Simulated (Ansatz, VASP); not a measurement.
**BN: VASP beside Ansatz**

```xyz
4
Lattice="-1.3078 1.3078 4.3471 1.3078 -1.3078 4.3471 1.3078 1.3078 -4.3471" Properties=species:S:1:pos:R:3 pbc="T T T"
B     0.0000    0.0000    5.0927
B     1.3078    0.0000    2.9192
N     0.0000    0.0000    3.6014
N     1.3078    0.0000    1.4279
```

Alike in both runs: functional PBE; k mesh 24 × 24 × 24; occupations gaussian, width 0.1 eV; no spin polarisation.

Ansatz relaxed the structure, and its values are those at the end. VASP's run is a single point on that final structure, the one shown.

|  | VASP | Ansatz |
| --- | --- | --- |
| version | VASP 6.6.1 | Ansatz 0.2.0 |
| potentials or method | VASP PAW PBE potentials, release 64 (B, N), cutoff 520 eV | scalar-relativistic, plane waves, PAW |
| valence electrons in the cell | 16 | 16 |

```csv
,VASP,Ansatz,Ansatz less VASP
gap on the k mesh at the Fermi level (eV),none,none,-
pressure (GPa),0.1,0.0,-0.07
```

A gap of «none» marks a metal or a gap that the smearing closes.
